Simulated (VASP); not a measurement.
# I (P6_3/mmc) in VASP: further runs

I is run at these levels: PBE; tasks: single point.

All numbers are computed with VASP 6.6.1; they aren't measurements. Logs are shortened: lines on timing, memory, paths and dates and some standing lists are left out, and cuts for length are marked.

### 1 The cell of the first run

The structure is hexagonal, space group P6_3/mmc (No. 194). Conventional cell: a = 3.087 Å, b = 3.087 Å, c = 6.260 Å, α = 90.00°, β = 90.00°, γ = 120.00°. Within 4.1 Å of I (site symmetry -6m2) lie 12 I at 3.09 to 3.60 Å.

### 2 Single point, PBE

Contents of INCAR:

```
  PREC = Accurate
  ENCUT = 520
  EDIFF = 1E-6
  ISMEAR = -1
  SIGMA = 0.02
  LREAL = F
  LASPH = T
  NELM = 80
  ALGO = Normal
  ISIF = 2
  LWAVE = F
  LCHARG = T
  GGA = PE
  LELF = T
  LVHAR = T
  NBANDS = 14
```

Contents of KPOINTS:

```
regular mesh
0
Gamma
  8 8 4
```

Contents of POSCAR:

```
I
1.0
    3.0865508066      0.0000000000      0.0000000000
   -1.5432754033      2.6730314086      0.0000000000
    0.0000000000      0.0000000000      6.2598441448
I
2
Direct
    0.3333333333      0.6666666667      0.2500000000
    0.6666666667      0.3333333333      0.7500000000
```

Potentials or basis: VASP PAW PBE potentials, release 64 (I).

Command:

```bash
> cat potpaw_PBE.64/I/POTCAR > POTCAR
> mpirun -np 1 vasp_std > vasp.out
```

OUTCAR:

```text
PREC = Accurate
   ENCUT = 520
   EDIFF = 1E-6
   ISMEAR = -1
   LREAL = F
   LASPH = T
   NELM = 80
   ISIF = 2
   GGA = PE

 ion  position               nearest neighbor table
   1  0.333  0.667  0.250-
   2  0.667  0.333  0.750-

  LATTYP: Found a hexagonal cell.
 ALAT       =     3.0865508066
 C/A-ratio  =     2.0281033869

  Lattice vectors:

 A1 = (   3.0865508066,   0.0000000000,   0.0000000000)
 A2 = (  -1.5432754033,   2.6730314086,   0.0000000000)
 A3 = (   0.0000000000,   0.0000000000,   6.2598441448)

Analysis of symmetry for initial positions (statically):
=====================================================================
 Subroutine PRICEL returns:
 Original cell was already a primitive cell.

 Routine SETGRP: Setting up the symmetry group for a
 hexagonal supercell.

 Subroutine GETGRP returns: Found 24 space group operations
 (whereof 12 operations were pure point group operations)
 out of a pool of 24 trial point group operations.

The static configuration has the point symmetry D_3d.
 The point group associated with its full space group is D_6h.

Analysis of symmetry for dynamics (positions and initial velocities):
=====================================================================
 Subroutine PRICEL returns:
 Original cell was already a primitive cell.

 Routine SETGRP: Setting up the symmetry group for a
 hexagonal supercell.

 Subroutine GETGRP returns: Found 24 space group operations
 (whereof 12 operations were pure point group operations)
 out of a pool of 24 trial point group operations.

The dynamic configuration has the point symmetry D_3d.
 The point group associated with its full space group is D_6h.

 Subroutine INISYM returns: Found 24 space group operations
 (whereof 12 operations are pure point group operations),
 and found     1 'primitive' translations

----------------------------------------------------------------------------------------

                                     Primitive cell

  volume of cell :      51.6465

  direct lattice vectors                    reciprocal lattice vectors
     3.086550807  0.000000000  0.000000000     0.323986243  0.187053545  0.000000000
    -1.543275403  2.673031409  0.000000000     0.000000000  0.374107089  0.000000000
     0.000000000  0.000000000  6.259844145     0.000000000  0.000000000  0.159748386

  length of vectors
     3.086550807  3.086550807  6.259844145     0.374107089  0.374107089  0.159748386

  position of ions in fractional coordinates (direct lattice)
     0.333333333  0.666666667  0.250000000
     0.666666667  0.333333333  0.750000000

  ion indices of the primitive-cell ions
   primitive index   ion index
                 1           1
                 2           2

----------------------------------------------------------------------------------------

 KPOINTS: regular mesh

Automatic generation of k-mesh.
 Grid dimensions read from file:
 generate k-points for:    8    8    4

 Generating k-lattice:

  Cartesian coordinates                     Fractional coordinates (reciprocal lattice)
     0.040498280  0.023381693  0.000000000     0.125000000  0.000000000  0.000000000
     0.000000000  0.046763386  0.000000000     0.000000000  0.125000000  0.000000000
     0.000000000  0.000000000  0.039937097     0.000000000  0.000000000  0.250000000

  Length of vectors
     0.046763386  0.046763386  0.039937097

  Shift w.r.t. Gamma in fractional coordinates (k-lattice)
     0.000000000  0.000000000  0.000000000

 Subroutine IBZKPT returns following result:
 ===========================================

 Found     30 irreducible k-points:

 Following reciprocal coordinates:
            Coordinates               Weight
  0.000000  0.000000  0.000000      1.000000
  0.125000  0.000000  0.000000      6.000000
  0.250000  0.000000  0.000000      6.000000
  0.375000 -0.000000  0.000000      6.000000
  0.500000  0.000000  0.000000      3.000000
  0.125000  0.125000  0.000000      6.000000
[... 16 lines left out ...]
  0.250000  0.000000  0.500000      6.000000
  0.375000 -0.000000  0.500000      6.000000
 [... further k-points ...]
   k-points           NKPTS =     30   k-points in BZ     NKDIM =     30   number of bands    NBANDS=     14
   number of dos      NEDOS =    301   number of ions     NIONS =      2
   total plane-waves  NPLWV =  27648
   dimension x,y,z NGX =    24 NGY =   24 NGZ =   48
   dimension x,y,z NGXF=    48 NGYF=   48 NGZF=   96
   ions per type =               2
   NGX,Y,Z   is equivalent  to a cutoff of  12.93, 12.93, 12.75 a.u.
   NGXF,Y,Z  is equivalent  to a cutoff of  25.85, 25.85, 25.50 a.u.
 SYSTEM =  unknown system
   PREC   = accura    normal or accurate (medium, high low for compatibility)
   ISTART =      0    job   : 0-new  1-cont  2-samecut
   ICHARG =      2    charge: 1-file 2-atom 10-const
   ISPIN  =      1    spin polarized calculation?
   LNONCOLLINEAR =      F non collinear calculations
   LSORBIT =      F    spin-orbit coupling
   LASPH  =      T    aspherical Exc in radial PAW
   ENCUT  =  520.0 eV  38.22 Ry    6.18 a.u.   5.74  5.74 11.64*2*pi/ulx,y,z
   NELM   =     80;   NELMIN=  2; NELMDL= -5     # of ELM steps
   EDIFF  = 0.1E-05   stopping-criterion for ELM
   LREAL  =      F    real-space projection
   EDIFFG = 0.1E-04   stopping-criterion for IOM
   NSW    =      0    number of steps for IOM
   IBRION =     -1    ionic relax: 0-MD 1-quasi-New 2-CG
   NFREE  =      0    steps in history (QN), initial steepest desc. (CG)
   ISIF   =      2    stress and relaxation
   ISYM   =      2    0-nonsym 1-usesym 2-fastsym
   POTIM  = 0.5000    time-step for ionic-motion
   TEBEG  =    0.0;   TEEND  =   0.0 temperature during run
   PSTRESS=    0.0 pullay stress
   NELECT =      14.0000    total number of electrons
   NUPDOWN=      -1.0000    fix difference up-down
   EMIN   =  10.00;   EMAX   =-10.00  energy-range for DOS
   EFERMI =   0.00;   METHOD = LEGACY
   ISMEAR =    -1;   SIGMA  =   0.02  broadening in eV -4-tet -1-fermi 0-gaus
   EFERMI_NEDOS =   21; number of points for ismear=-14 and -15
   IALGO  =     38    algorithm
   IMIX   =      4    mixing-type and parameters
     AMIX     =   0.40;   BMIX     =  1.00
     AMIX_MAG =   1.60;   BMIX_MAG =  1.00
  volume/ion in A,a.u.               =      25.82       174.26
  Fermi-wavevector in a.u.,A,eV,Ry     =   1.059507  2.002178 15.273290  1.122555
  Thomas-Fermi vector in A             =   2.194855
   LORBIT       =      0    0 simple, 1 ext, 2 COOP (PROOUT), +10 PAW based schemes
   GGA     = PE    functional components
   LHFCALC =     F    Hartree Fock is set to
   AEXX    =    0.0000 exact exchange contribution
   IVDW    =     0    specifies the selected vdW correction
   LEPSILON=     F    determine dielectric tensor
   LRPA    =     F    only Hartree local field effects (RPA)
 non-spin polarized calculation
  energy-cutoff  :      520.00
  volume of cell :       51.65
 maximum number of plane-waves:      1408
 NGX is ok and might be reduce to    24
   NGX = 11   NGY = 11   NGZ = 23

 number of electron      13.9999996 magnetization

 Free energy of the ion-electron system (eV)
  ---------------------------------------------------
  ext. energy  EPLUGINS =         0.00000000
  ---------------------------------------------------
  free energy    TOTEN  =        -1.38069544 eV

  energy without entropy =       -1.37901289  energy(sigma->0) =       -1.37985417

 E-fermi :   8.8173     XC(G=0): -10.4846

 val. band max:        8.8043357638   @ k =   0.3750  -0.0000   0.2500
 cond. band min:       8.8464739431   @ k =   0.5000   0.0000   0.5000
 fundamental gap:      0.0421381793
 Fermi energy:         8.8173344094

 k-point     1 :       0.0000    0.0000    0.0000
  band No.  band energies     occupation
      1      -7.2111      2.00000
      2      -5.9045      2.00000
      3       2.0124      2.00000
      4       8.1118      2.00000
      5      11.4529      0.00000
      6      11.4529      0.00000
      7      11.9858      0.00000
      8      11.9858      0.00000
      9      14.4727      0.00000
     10      18.0930      0.00000
     11      19.3806      0.00000
     12      19.3806      0.00000
     13      19.5741      0.00000
     14      20.1014      0.00000

 k-point     2 :       0.1250    0.0000    0.0000
  band No.  band energies     occupation
      1      -6.9083      2.00000
      2      -5.6168      2.00000
      3       2.3226      2.00000
      4       8.2903      2.00000
      5       9.3012      0.00000
      6      10.1708      0.00000
      7      10.7314      0.00000
      8      11.5494      0.00000
      9      14.7542      0.00000
     10      17.0826      0.00000
     11      18.3680      0.00000
     12      19.3799      0.00000
     13      20.0687      0.00000
     14      20.3391      0.00000

 k-point     3 :       0.2500    0.0000    0.0000
  band No.  band energies     occupation
      1      -6.0256      2.00000
      2      -4.7956      2.00000
      3       3.2283      2.00000
      4       5.8148      2.00000
      5       6.8769      2.00000
      6       8.6318      1.99981
      7       9.5459      0.00000
      8      10.5555      0.00000
      9      15.2572      0.00000
     10      15.7194      0.00000
     11      16.1490      0.00000
     12      17.0007      0.00000
     13      19.8344      0.00000
     14      20.5683      0.00000
[... 324 lines left out ...]
 k-point    23 :       0.2500    0.0000    0.5000
  band No.  band energies     occupation
      1      -5.4884      2.00000
      2      -5.4884      2.00000
      3       5.3151      2.00000
      4       5.3151      2.00000
      5       6.5103      2.00000
      6       6.5103      2.00000
      7      10.0062      0.00000
      8      10.0062      0.00000
      9      15.6910      0.00000
     10      15.6910      0.00000
     11      17.4681      0.00000
     12      17.4681      0.00000
     13      21.6240      0.00000
     14      21.6240      0.00000

 k-point    24 :       0.3750   -0.0000    0.5000
  band No.  band energies     occupation
      1      -4.2399      2.00000
      2      -4.2399      2.00000
      3       3.1539      2.00000
      4       3.1539      2.00000
      5       6.7612      2.00000
      6       6.7612      2.00000
      7       9.1541      0.00000
      8       9.1541      0.00000
      9      14.3547      0.00000
     10      14.3547      0.00000
     11      15.3473      0.00000
     12      15.3473      0.00000
     13      21.7836      0.00000
     14      21.8043      0.00000

 [... further k-points ...]

------------------------ aborting loop because EDIFF is reached ----------------------------------------

  FORCE on cell =-STRESS in cart. coord.  units (eV):
  Direction    XX          YY          ZZ          XY          YZ          ZX
  --------------------------------------------------------------------------------------
  -------------------------------------------------------------------------------------
  Total        6.3882118      6.3882118      6.4269050      0.0000000      0.0000000      0.0000000
  in kB      198.1750042    198.1750042    199.3753442      0.0000000      0.0000000      0.0000000
  external PRESSURE =     198.5751175 kB  Pullay stress =       0.0000000 kB

 VOLUME and BASIS-vectors are now :
 -----------------------------------------------------------------------------
  energy-cutoff  :      520.00
  volume of cell :       51.65
      direct lattice vectors                 reciprocal lattice vectors
     3.086550807  0.000000000  0.000000000     0.323986243  0.187053545  0.000000000
    -1.543275403  2.673031409  0.000000000     0.000000000  0.374107089  0.000000000
     0.000000000  0.000000000  6.259844145     0.000000000  0.000000000  0.159748386

 POSITION                                       TOTAL-FORCE (eV/Angst)
 -----------------------------------------------------------------------------------
     -0.00000      1.78202      1.56496         0.000000      0.000000      0.000000
      1.54328      0.89101      4.69488        -0.000000     -0.000000      0.000000
 -----------------------------------------------------------------------------------
    total drift:                               -0.000000      0.000000      0.000000

  FREE ENERGIE OF THE ION-ELECTRON SYSTEM (eV)
  ---------------------------------------------------
  free  energy   TOTEN  =        -1.3806954439 eV

  energy  without entropy=       -1.3790128947  energy(sigma->0) =       -1.37985417
```

Run time: 26 s. Hardware: 1 thread of Intel Xeon 8259CL, shared host; peak memory 0.17 GiB.

Results:

* Free energy: -1.3807 eV
* Pressure: 19.9 GPa
* Band gap on the k mesh: zero (bands 7 and 8 overlap by 4.48 eV)

Stress tensor (GPa, compression positive):
```
19.82  0.00  0.00
 0.00 19.82  0.00
 0.00  0.00 19.94
```

Levels at points of the mesh, in eV from the Fermi level:
| k point | band 4 | band 5 | band 6 | band 7 | band 8 | band 9 | band 10 | band 11 |
| --- | --- | --- | --- | --- | --- | --- | --- | --- |
| (0.00, 0.00, 0.00) | -0.71 | 2.64 | 2.64 | 3.17 | 3.17 | 5.66 | 9.28 | 10.56 |
| (0.50, 0.00, 0.00) | -6.50 | -3.07 | -1.27 | -0.46 | 0.62 | 5.23 | 5.30 | 7.09 |
| (0.00, 0.00, 0.50) | -4.36 | 2.90 | 2.90 | 2.90 | 2.90 | 9.40 | 9.40 | 10.69 |
| (0.50, 0.00, 0.50) | -7.06 | -1.43 | -1.43 | 0.03 | 0.03 | 4.58 | 4.58 | 6.01 |

Caveat: the cell stands under pressure; spin-orbit coupling is left out, which moves the levels of the heavy elements; this functional lacks dispersion, which binds layers or chains, so the pressure and a relaxed spacing across them are unreliable.

### 3 Single point, PBE

This run uses another cell than the first one, of 29.29 Å³/atom.

Contents of INCAR:

```
SYSTEM = I
  PREC = Accurate
  ENCUT = 520
  EDIFF = 1E-6
  ISMEAR = -1
  SIGMA = 0.02
  LREAL = .False.
  LASPH = .True.
  NELM = 60
  ALGO = Normal
  ISIF = 2
  LWAVE = .False.
  LCHARG = .True.
  GGA = PE
  LELF = .True.
  LVHAR = .True.
  NBANDS = 14
```

Contents of KPOINTS:

```
Automatic mesh
0
Gamma
  8 8 4
  0 0 0
```

Contents of POSCAR:

```
I
1.0
    3.1784546210      0.0000000000      0.0000000000
   -1.5892273105      2.7526224466      0.0000000000
    0.0000000000      0.0000000000      6.6945630345
I
2
Direct
    0.3333333333      0.6666666667      0.2500000000
    0.6666666667      0.3333333333      0.7500000000
```

Potentials or basis: VASP PAW PBE potentials, release 64 (I).

Command:

```bash
> cat potpaw_PBE.64/I/POTCAR > POTCAR
> mpirun -np 1 vasp_std > vasp.out
```

Run time: 26 s. Hardware: 1 thread of Intel Xeon 8259CL, shared host; peak memory 0.17 GiB.

It converged, with:

| Item | Value |
| --- | --- |
| Free energy | -2.0022 eV |
| Pressure | 9.9 GPa |
| Band gap on the k mesh | zero (bands 7 and 8 overlap by 3.89 eV) |

Levels at points of the mesh, in eV from the Fermi level:
| k point | band 5 | band 6 | band 7 | band 8 | band 9 | band 10 |
| --- | --- | --- | --- | --- | --- | --- |
| (0.00, 0.00, 0.00) | 2.26 | 2.26 | 2.60 | 2.60 | 5.26 | 9.03 |
| (0.50, 0.00, 0.00) | -2.51 | -1.06 | -0.36 | 0.35 | 5.11 | 5.54 |
| (0.00, 0.00, 0.50) | 2.42 | 2.42 | 2.42 | 2.42 | 8.92 | 8.92 |
| (0.50, 0.00, 0.50) | -1.37 | -1.37 | -0.03 | -0.03 | 4.77 | 4.77 |

Caveat: the cell stands under pressure; spin-orbit coupling is left out, which moves the levels of the heavy elements; this functional lacks dispersion, which binds layers or chains, so the pressure and a relaxed spacing across them are unreliable.

[end of part 1 of 2]

The gap in the log of VASP goes by the Fermi energy; the results here count the filled bands.